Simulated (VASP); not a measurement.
# In3Ga5As5P3 (P1) in VASP: single point with PBEsol

Aim: the single point of In3Ga5As5P3 with PBEsol.

Program: VASP 6.6.1. These are calculated values, not measurements. Logs are shortened: lines on timing, memory, paths and dates and some standing lists are left out, and cuts for length are marked.

**1. The cell of the first run**

The typed cell holds 16 atoms: a = 11.486 Å, b = 5.743 Å, c = 5.743 Å, α = 90.00°, β = 90.00°, γ = 90.00°.

**2. Single point, PBEsol, collinear spin**

INCAR reads:

```
  PREC = Accurate
  ENCUT = 500
  EDIFF = 1E-6
  ISMEAR = 1
  SIGMA = 0.05
  LREAL = F
  LASPH = T
  NELM = 200
  ALGO = Normal
  ISIF = 2
  LWAVE = F
  LCHARG = F
  ISPIN = 2
  MAGMOM = 0.25 0.25 0.25 0.25 0.25 0.25 0.25 0.25 0.25 0.25 0.25 0.25 0.25 0.25 0.25 0.25
  LORBIT = 11
  GGA = PS
  NBANDS = 90
  GGA_COMPAT = F
```

KPOINTS reads:

```
Automatic mesh
0
Gamma
  2 2 2
  0.5 0.5 0.5
```

POSCAR reads:

```
In3Ga5As5P3
1.0
   11.4856880000      0.0000000000      0.0000000000
    0.0000000000      5.7428440000      0.0000000000
    0.0000000000      0.0000000000      5.7428440000
In Ga As P
3 5 5 3
Direct
    0.0022380000      0.0097930000      0.9711440000
    0.2447350000      0.5293410000      0.9773680000
    0.2453410000      0.9545600000      0.4952550000
    0.4976820000      0.9984570000      0.0038740000
    0.7549140000      0.5029090000      0.9806700000
    0.7479810000      0.0206050000      0.4908070000
    0.9938530000      0.4955700000      0.4978190000
    0.4997560000      0.4702260000      0.4977260000
    0.1225870000      0.2715120000      0.2597550000
    0.6180910000      0.2586420000      0.2538260000
    0.8642730000      0.7625970000      0.2617670000
    0.8844730000      0.2845450000      0.7544960000
    0.1097230000      0.7511400000      0.7469820000
    0.3853620000      0.7429880000      0.2828620000
    0.3796820000      0.2251700000      0.7370450000
    0.6211040000      0.7085630000      0.7498210000
```

Potentials or basis: VASP PAW PBE potentials, release 64 (In_d, Ga_d, As, P).

Run with:

```console
> cat potpaw_PBE.64/In_d/POTCAR potpaw_PBE.64/Ga_d/POTCAR potpaw_PBE.64/As/POTCAR potpaw_PBE.64/P/POTCAR > POTCAR
> mpirun -np 1 vasp_std > vasp.out
```

OUTCAR:

```text
PREC = Accurate
   ENCUT = 500
   EDIFF = 1E-6
   ISMEAR = 1
   LREAL = F
   LASPH = T
   NELM = 200
   ISIF = 2
   ISPIN = 2
   LORBIT = 11
   GGA = PS

 ion  position               nearest neighbor table
   1  0.002  0.010  0.971-  13 2.32  12 2.42   9 2.63  11 2.70   3 3.92   2 3.92
   2  0.245  0.529  0.977-  13 2.40   9 2.61  14 2.68  15 2.71   3 3.69   3 3.85   1 3.92
   3  0.245  0.955  0.495-  14 2.36  13 2.43  15 2.59   9 2.67   2 3.69   2 3.85   1 3.92
   4  0.498  0.998  0.004-  15 2.42  10 2.49  14 2.53  16 2.63
   5  0.755  0.503  0.981-  12 2.34  16 2.35  11 2.53  10 2.63
   6  0.748  0.021  0.491-  11 2.39  10 2.44  12 2.65  16 2.75
   7  0.994  0.496  0.498-  12 2.28   9 2.39  13 2.44  11 2.53
   8  0.500  0.470  0.498-  10 2.30  14 2.39  15 2.40  16 2.43
   9  0.123  0.272  0.260-   7 2.39   2 2.61   1 2.63   3 2.67
  10  0.618  0.259  0.254-   8 2.30   6 2.44   4 2.49   5 2.63
  11  0.864  0.763  0.262-   6 2.39   7 2.53   5 2.53   1 2.70
  12  0.884  0.285  0.754-   7 2.28   5 2.34   1 2.42   6 2.65
  13  0.110  0.751  0.747-   1 2.32   2 2.40   3 2.43   7 2.44
  14  0.385  0.743  0.283-   3 2.36   8 2.39   4 2.53   2 2.68
  15  0.380  0.225  0.737-   8 2.40   4 2.42   3 2.59   2 2.71
  16  0.621  0.709  0.750-   5 2.35   8 2.43   4 2.63   6 2.75

  LATTYP: Found a simple tetragonal cell.
 ALAT       =     5.7428440000
 C/A-ratio  =     2.0000000000

  Lattice vectors:

 A1 = (   0.0000000000,   5.7428440000,   0.0000000000)
 A2 = (   0.0000000000,   0.0000000000,   5.7428440000)
 A3 = (  11.4856880000,   0.0000000000,   0.0000000000)

Analysis of symmetry for initial positions (statically):
=====================================================================
 Subroutine PRICEL returns:
 Original cell was already a primitive cell.

 Routine SETGRP: Setting up the symmetry group for a
 simple tetragonal supercell.

 Subroutine GETGRP returns: Found  1 space group operations
 (whereof  1 operations were pure point group operations)
 out of a pool of 16 trial point group operations.

The static configuration has the point symmetry C_1 .

Analysis of symmetry for dynamics (positions and initial velocities):
=====================================================================
 Subroutine PRICEL returns:
 Original cell was already a primitive cell.

 Routine SETGRP: Setting up the symmetry group for a
 simple tetragonal supercell.

 Subroutine GETGRP returns: Found  1 space group operations
 (whereof  1 operations were pure point group operations)
 out of a pool of 16 trial point group operations.

The dynamic configuration has the point symmetry C_1 .

Analysis of structural, dynamic, and magnetic symmetry:
=====================================================================
 Subroutine PRICEL returns:
 Original cell was already a primitive cell.

 Routine SETGRP: Setting up the symmetry group for a
 simple tetragonal supercell.

 Subroutine GETGRP returns: Found  1 space group operations
 (whereof  1 operations were pure point group operations)
 out of a pool of 16 trial point group operations.

The overall configuration has the point symmetry C_1 .

 Subroutine INISYM returns: Found  1 space group operations
 (whereof  1 operations are pure point group operations),
 and found     1 'primitive' translations

----------------------------------------------------------------------------------------

                                     Primitive cell

  volume of cell :     378.8009

  direct lattice vectors                    reciprocal lattice vectors
    11.485688000  0.000000000  0.000000000     0.087064876  0.000000000  0.000000000
     0.000000000  5.742844000  0.000000000     0.000000000  0.174129752  0.000000000
     0.000000000  0.000000000  5.742844000     0.000000000  0.000000000  0.174129752

  length of vectors
    11.485688000  5.742844000  5.742844000     0.087064876  0.174129752  0.174129752

  position of ions in fractional coordinates (direct lattice)
     0.002238000  0.009793000  0.971144000
     0.244735000  0.529341000  0.977368000
     0.245341000  0.954560000  0.495255000
     0.497682000  0.998457000  0.003874000
     0.754914000  0.502909000  0.980670000
[... 67 lines left out ...]
   dimension x,y,z NGXF=   168 NGYF=   84 NGZF=   84
   ions per type =               3   5   5   3
   NGX,Y,Z   is equivalent  to a cutoff of  12.16, 12.16, 12.16 a.u.
   NGXF,Y,Z  is equivalent  to a cutoff of  24.32, 24.32, 24.32 a.u.
 SYSTEM =  unknown system
   PREC   = accura    normal or accurate (medium, high low for compatibility)
   ISTART =      0    job   : 0-new  1-cont  2-samecut
   ICHARG =      2    charge: 1-file 2-atom 10-const
   ISPIN  =      2    spin polarized calculation?
   LNONCOLLINEAR =      F non collinear calculations
   LSORBIT =      F    spin-orbit coupling
   LASPH  =      T    aspherical Exc in radial PAW
   ENCUT  =  500.0 eV  36.75 Ry    6.06 a.u.  20.94 10.47 10.47*2*pi/ulx,y,z
   NELM   =    200;   NELMIN=  2; NELMDL= -5     # of ELM steps
   EDIFF  = 0.1E-05   stopping-criterion for ELM
   LREAL  =      F    real-space projection
   EDIFFG = 0.1E-04   stopping-criterion for IOM
   NSW    =      0    number of steps for IOM
   IBRION =     -1    ionic relax: 0-MD 1-quasi-New 2-CG
   NFREE  =      0    steps in history (QN), initial steepest desc. (CG)
   ISIF   =      2    stress and relaxation
   ISYM   =      2    0-nonsym 1-usesym 2-fastsym
   POTIM  = 0.5000    time-step for ionic-motion
   TEBEG  =    0.0;   TEEND  =   0.0 temperature during run
   PSTRESS=    0.0 pullay stress
   NELECT =     144.0000    total number of electrons
   NUPDOWN=      -1.0000    fix difference up-down
   EMIN   =  10.00;   EMAX   =-10.00  energy-range for DOS
   EFERMI =   0.00;   METHOD = LEGACY
   ISMEAR =     1;   SIGMA  =   0.05  broadening in eV -4-tet -1-fermi 0-gaus
   EFERMI_NEDOS =   21; number of points for ismear=-14 and -15
   IALGO  =     38    algorithm
   IMIX   =      4    mixing-type and parameters
     AMIX     =   0.40;   BMIX     =  1.00
     AMIX_MAG =   1.60;   BMIX_MAG =  1.00
  volume/ion in A,a.u.               =      23.68       159.77
  Fermi-wavevector in a.u.,A,eV,Ry     =   1.185929  2.241081 19.135605  1.406427
  Thomas-Fermi vector in A             =   2.322112
   LORBIT       =     11    0 simple, 1 ext, 2 COOP (PROOUT), +10 PAW based schemes
   GGA     = PS    functional components
   LHFCALC =     F    Hartree Fock is set to
   AEXX    =    0.0000 exact exchange contribution
   IVDW    =     0    specifies the selected vdW correction
   LEPSILON=     F    determine dielectric tensor
   LRPA    =     F    only Hartree local field effects (RPA)
 spin polarized calculation
 Methfessel and Paxton  Order N= 1 SIGMA  =   0.05
  energy-cutoff  :      500.00
  volume of cell :      378.80
 maximum number of plane-waves:      9612
 NGX is ok and might be reduce to    84
   NGX = 41   NGY = 21   NGZ = 21

 number of electron     143.9999995 magnetization       0.0011251

 Free energy of the ion-electron system (eV)
  ---------------------------------------------------
  ext. energy  EPLUGINS =         0.00000000
  ---------------------------------------------------
  free energy    TOTEN  =       -70.02876975 eV

  energy without entropy =      -70.03114098  energy(sigma->0) =      -70.02956016

 E-fermi :   4.1189     XC(G=0):  -9.6329

 val. band max:        4.0841376367   @ k =   0.2500   0.2500   0.2500
 cond. band min:       5.7250382305   @ k =   0.2500  -0.2500   0.2500
 fundamental gap:      1.6409005938
 Fermi energy:         4.1188832997

 spin component 1

 k-point     1 :       0.2500    0.2500    0.2500
  band No.  band energies     occupation
      1     -10.8050      1.00000
      2     -10.7271      1.00000
      3     -10.6344      1.00000
      4     -10.5920      1.00000
      5     -10.5556      1.00000
      6     -10.5507      1.00000
[... 337 lines left out ...]
     83       8.3543      0.00000
     84       8.4410      0.00000
 Fermi energy:         4.1188832997

 spin component 2

 k-point     1 :       0.2500    0.2500    0.2500
  band No.  band energies     occupation
      1     -10.8050      1.00000
      2     -10.7271      1.00000
      3     -10.6344      1.00000
      4     -10.5920      1.00000
      5     -10.5556      1.00000
      6     -10.5507      1.00000
[... 337 lines left out ...]
     83       8.3544      0.00000
     84       8.4411      0.00000
 [bands above 84 left out]

------------------------ aborting loop because EDIFF is reached ----------------------------------------

  FORCE on cell =-STRESS in cart. coord.  units (eV):
  Direction    XX          YY          ZZ          XY          YZ          ZX
  --------------------------------------------------------------------------------------
  -------------------------------------------------------------------------------------
  Total        4.2613194      5.2154253      5.2629600     -6.4972367      0.4297809     -4.7631148
  in kB       18.0236860     22.0591745     22.2602277    -27.4807272      1.8178024    -20.1460812
  external PRESSURE =      20.7810294 kB  Pullay stress =       0.0000000 kB

 VOLUME and BASIS-vectors are now :
 -----------------------------------------------------------------------------
  energy-cutoff  :      500.00
  volume of cell :      378.80
      direct lattice vectors                 reciprocal lattice vectors
    11.485688000  0.000000000  0.000000000     0.087064876  0.000000000  0.000000000
     0.000000000  5.742844000  0.000000000     0.000000000  0.174129752  0.000000000
     0.000000000  0.000000000  5.742844000     0.000000000  0.000000000  0.174129752

 POSITION                                       TOTAL-FORCE (eV/Angst)
 -----------------------------------------------------------------------------------
      0.02570      0.05624      5.57713        -1.061718      0.870563      3.110421
      2.81095      3.03992      5.61287         2.310183     -1.489930      1.365556
      2.81791      5.48189      2.84417         0.382202      2.171360     -0.194325
      5.71622      5.73398      0.02225         0.169192     -0.791970     -0.137161
      8.67071      2.88813      5.63183        -1.056502      0.645813      1.183962
      8.59108      0.11833      2.81863        -0.537236     -0.335970      1.118143
[... 8 lines left out ...]
      4.36091      1.29312      4.23273        -0.211597      0.456252      0.637860
      7.13381      4.06917      4.30611        -0.057000      1.633400     -0.093688
 -----------------------------------------------------------------------------------
    total drift:                                0.003118      0.000521      0.000058

  FREE ENERGIE OF THE ION-ELECTRON SYSTEM (eV)
  ---------------------------------------------------
  free  energy   TOTEN  =       -70.0287697458 eV

  energy  without entropy=      -70.0311409810  energy(sigma->0) =      -70.02956016

 total charge

# of ion       s       p       d       tot
------------------------------------------
    1        0.868   0.903   9.912  11.683
    2        0.849   0.761   9.895  11.505
    3        0.857   0.863   9.910  11.631
    4        0.872   0.685   9.982  11.539
    5        0.881   0.779   9.996  11.657
    6        0.891   0.696   9.979  11.566
[... 8 lines left out ...]
   15        1.031   1.441   0.000   2.473
   16        1.034   1.411   0.000   2.445
--------------------------------------------------
tot         16.135  18.805  79.858 114.798

 magnetization (x)

# of ion       s       p       d       tot
------------------------------------------
    1        0.000  -0.000  -0.000   0.000
    2        0.000   0.000   0.000   0.000
    3        0.000   0.000   0.000   0.000
    4       -0.000  -0.000  -0.000  -0.000
    5       -0.000  -0.000  -0.000  -0.000
    6       -0.000  -0.000   0.000  -0.000
[... 8 lines left out ...]
   15       -0.000  -0.000   0.000  -0.000
   16        0.000   0.000   0.000   0.000
--------------------------------------------------
tot         -0.000   0.000   0.000   0.000
```

Wall time 4.2 min (1 thread of AMD EPYC 9R45 (Zen 5), shared host); peak memory 0.56 GiB.

What came out:

```
Free energy                                           : -70.0288 eV
Pressure                                              : 2.1 GPa
Largest force                                         : 3.400 eV/Å
Band gap on the k mesh                                : 1.64 eV (least direct gap 1.67 eV)
Net moment                                            : 0.00 μB per cell
Valence electrons inside the program's atomic spheres : In 11.68, 11.51, 11.63; Ga 11.54, 11.66, 11.57, 11.74, 11.71; As 2.83, 2.80, 2.90, 2.98 (each value once); P 2.50, 2.47, 2.44
```

Forces in eV/Å, atoms in the order of the input:
```
In  -1.062  0.871  3.110
In   2.310 -1.490  1.366
In   0.382  2.171 -0.194
Ga   0.169 -0.792 -0.137
Ga  -1.057  0.646  1.184
Ga  -0.537 -0.336  1.118
Ga   0.096  1.094 -1.060
Ga  -0.624  0.850  1.143
As   0.238 -0.575 -0.077
As   1.219 -0.674 -1.453
As   0.549 -0.618 -0.654
As  -2.056 -0.868 -0.967
As  -0.212 -1.649 -1.833
P    0.853 -0.719 -2.089
P   -0.212  0.456  0.638
P   -0.057  1.633 -0.094
```

Caveat: the k points lie up to 0.55 Å⁻¹ apart; the PAW data sets were made with another functional, which shifts forces and pressure a little; spin-orbit coupling is left out, which moves the levels of the heavy elements; a shifted mesh leaves out Γ, where band edges can lie. A k mesh can miss the band edges.
